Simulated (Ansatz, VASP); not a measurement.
## Two plane-wave programs on MgO

The input INCAR:

```
SYSTEM = MgO
  PREC = Accurate
  ENCUT = 520
  EDIFF = 1E-7
  ISMEAR = 0
  SIGMA = 0.05
  LREAL = .FALSE.
  LASPH = .TRUE.
  NELM = 80
  ALGO = Normal
  ISIF = 2
  LWAVE = .FALSE.
  LCHARG = .TRUE.
  GGA = PE
  LELF = .TRUE.
  LVHAR = .TRUE.
  NBANDS = 26
```

KPOINTS

```
regular mesh
0
G
  9 9 2
  0 0 0
```

Contents of POSCAR:

```
MgO
1.0
    3.2803754002      0.0000000000      0.0000000000
   -1.6401877001      2.8408884305      0.0000000000
    0.0000000000      0.0000000000     10.5147056238
Mg O
4 4
Direct
    0.3333333333      0.6666666667      0.9694791811
    0.0000000000      0.0000000000      0.2208070585
    0.0000000000      0.0000000000      0.7208070585
    0.6666666667      0.3333333333      0.4694791811
    0.3333333333      0.6666666667      0.7800540723
   -0.0670654950      0.0000000000      0.5087347907
    0.0000000000      0.0000000000      0.0296578681
    0.6666666667      0.3333333333      0.2800540723
```

Input for Ansatz:

```yaml
crystal:
  lattice:
    - [3.2803754002, 0.0, 0.0]
    - [-1.6401877001, 2.8408884305, 0.0]
    - [0.0, 0.0, 10.5147056238]
  atoms:
    - { symbol: Mg, position: [0.3333333333, 0.6666666667, 0.9694791811] }
    - { symbol: Mg, position: [0.0, 0.0, 0.2208070585] }
    - { symbol: Mg, position: [0.0, 0.0, 0.7208070585] }
    - { symbol: Mg, position: [0.6666666667, 0.3333333333, 0.4694791811] }
    - { symbol: O, position: [0.3333333333, 0.6666666667, 0.7800540723] }
    - { symbol: O, position: [-0.067065495, 0.0, 0.5087347907] }
    - { symbol: O, position: [0.0, 0.0, 0.0296578681] }
    - { symbol: O, position: [0.6666666667, 0.3333333333, 0.2800540723] }
basis:
  ecutwfc: 420
kpoints:
  mp_grid: { grid: [9, 9, 2] }
hamiltonian:
  xc: pbe
  pseudopotentials: { kind: paw, azcp: { folder: soft_1 } }
scf:
  occupations: { method: gaussian, width: 0.05 }
output:
  forces: true
  stress: true
  eigenvalues: true
```

Alike in both runs: task single point; functional PBE; k mesh 9 × 9 × 2; occupations gaussian, width 0.05 eV; no spin polarisation.

|  | VASP | Ansatz |
| --- | --- | --- |
| version | VASP 6.6.1 | Ansatz 0.2.0 |
| potentials or method | VASP PAW PBE potentials, release 64 (Mg, O), cutoff 520 eV | scalar-relativistic, plane waves, PAW |
| valence electrons in the cell | 32 | 64 |

```csv
,VASP,Ansatz,Ansatz less VASP
gap on the k mesh at the Fermi level (eV),2.79,2.82,+0.030
least direct gap on the mesh (eV),2.79,2.82,+0.030
pressure (GPa),1.6,2.0,+0.36
"traceless stress, the component that is largest in VASP (GPa)",-4.12,-4.04,+0.088
rms of the force components (eV/Å),1.168,1.147,-0.0214
```

Atom by atom the forces differ by 0.022 eV/Å (rms over components). VASP's potentials hold 32 valence electrons a cell and Ansatz's 64, so a difference there can come from the potentials and not from the codes.
